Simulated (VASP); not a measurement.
CsPbSe3, 10 atoms in the cell. The structure is hexagonal, space group P6_3/mmc (No. 194). The conventional cell has a = 8.405 Å, b = 8.405 Å, c = 7.060 Å, α = 90.00°, β = 90.00°, γ = 120.00°. Cs (site symmetry -6m2) has 12 Se at 4.20 to 4.28 Å and 6 Pb at 5.16 Å within 5.5 Å. Pb (site symmetry -3m) has 6 Se at 3.00 Å and 2 Pb at 3.53 Å within 4.0 Å. Within 4.0 Å of Se (site symmetry mm2) lie 2 Pb at 3.00 Å. 

| Quantity | Value |
| --- | --- |
| Program | VASP 6.6.1 |
| Task | single point |
| Functional | PBE |
| Potentials or basis | VASP PAW PBE potentials, release 64 (Cs_sv, Pb_d, Se) |
| Cutoff | 520 eV |
| k mesh | 3 × 3 × 4 |
| Occupations | gaussian, width 0.1 eV |
| Spin | no spin polarisation |
| Dipole correction | no |
| Further INCAR settings | ALGO = Normal; EDIFF = 1e-06; NBANDS = 52 |

Potentials or basis: VASP PAW PBE potentials, release 64 (Cs_sv, Pb_d, Se).

Launch:

```console
$ cat potpaw_PBE.64/Cs_sv/POTCAR potpaw_PBE.64/Pb_d/POTCAR potpaw_PBE.64/Se/POTCAR > POTCAR
$ mpirun -np 1 vasp_std > vasp.out
```

Hardware: 1 thread of Oxide Virtual Turin-like Processor, on a shared host.

Q: Estimate the wall time of this run.

A: It took 8.5 min on 1 thread of Oxide Virtual Turin-like Processor (shared host), peak memory 0.58 GiB. Counts: scf iterations 14, k points 9.
